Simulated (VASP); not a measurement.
Runs of VASP 6.6.1 on CuO. The structure is that of space group Cccm (No. 66), or close to it. The cells are those of the table. 

| task | level | potentials or basis | U | cell | k mesh | cutoff (eV) | second run | gap on the mesh (eV) | pressure (GPa) | relaxed volume (Å³/atom) |
| --- | --- | --- | --- | --- | --- | --- | --- | --- | --- | --- |
| single point | PBEsol | VASP PAW PBE potentials, release 64 (Cu_sv_GW, O) | - | a = 2.874, b = 2.874, c = 5.156 Å, angles 90.0, 90.0, 94.5°, 4 atoms | 8 × 8 × 5 | 700 | valence_matched | none | -3.3 | - |
| relaxation of cell and atoms | PBEsol | VASP PAW PBE potentials, release 64 (Cu, O) | - | relaxed from a = 2.933, b = 2.933, c = 5.156 Å, angles 90.0, 90.0, 94.5°, 4 atoms | 7 × 7 × 4 | 600 | - | none | -0.1 | (a) |
| single point | PBE | VASP PAW PBE potentials, release 64 (Cu, O) | - | a = 2.992, b = 2.992, c = 5.156 Å, angles 90.0, 90.0, 94.5°, 4 atoms | 8 × 8 × 5 | 520 | - | none | -3.0 | - |
| relaxation of cell and atoms | PBE | VASP PAW PBE potentials, release 64 (Cu, O) | - | relaxed to 2 GPa from a = 2.933, b = 2.933, c = 5.156 Å, angles 90.0, 90.0, 94.5°, 4 atoms | 9 × 9 × 5 | 600 | - | none | 2.0 | - |
| relaxation of cell and atoms | BLYP | VASP PAW PBE potentials, release 64 (Cu, O) | - | relaxed from a = 2.933, b = 2.933, c = 5.156 Å, angles 90.0, 90.0, 94.5°, 4 atoms | 9 × 9 × 5 | 600 | - | none | 0.0 | 11.71 |
| single point | PBE | VASP PAW PBE potentials, release 64 (Cu, O) | - | a = 2.913, b = 2.913, c = 5.121 Å, angles 90.0, 90.0, 94.5°, 4 atoms | 9 × 9 × 5 | 520 | - | none | 5.6 | - |
| single point | PBE+U | VASP PAW PBE potentials, release 64 (Cu, O) | Cu d U = 8.0 eV | a = 2.933, b = 2.933, c = 5.156 Å, angles 90.0, 90.0, 94.5°, 4 atoms | 9 × 9 × 5 | 520 | - | none | (b) | - |
| relaxation of cell and atoms | PBE | VASP PAW PBE potentials, release 64 (Cu, O) | - | relaxed to 5 GPa from a = 2.933, b = 2.933, c = 5.156 Å, angles 90.0, 90.0, 94.5°, 4 atoms | 9 × 9 × 5 | 600 | - | none | 4.9 | - |

Alike in all rows: no spin polarisation; smearing fermi-dirac 0.05 eV.

Question: Estimate the missing entries.

Answer: (a) 10.71; (b) -2.4.

Caveats: semilocal functionals often make such compounds metallic where correlation or magnetic order opens a gap, which also shifts bond lengths (some runs); the PAW data sets were made with another functional, which shifts forces and pressure a little (some runs); the cell is relaxed towards a set pressure, so the enthalpy falls and the energy may rise (some runs); U without spin polarisation on a metal has little footing (some runs).

A gap of «none» marks levels without a gap at the run's occupations.

The runs don't all hold the same shells in valence.
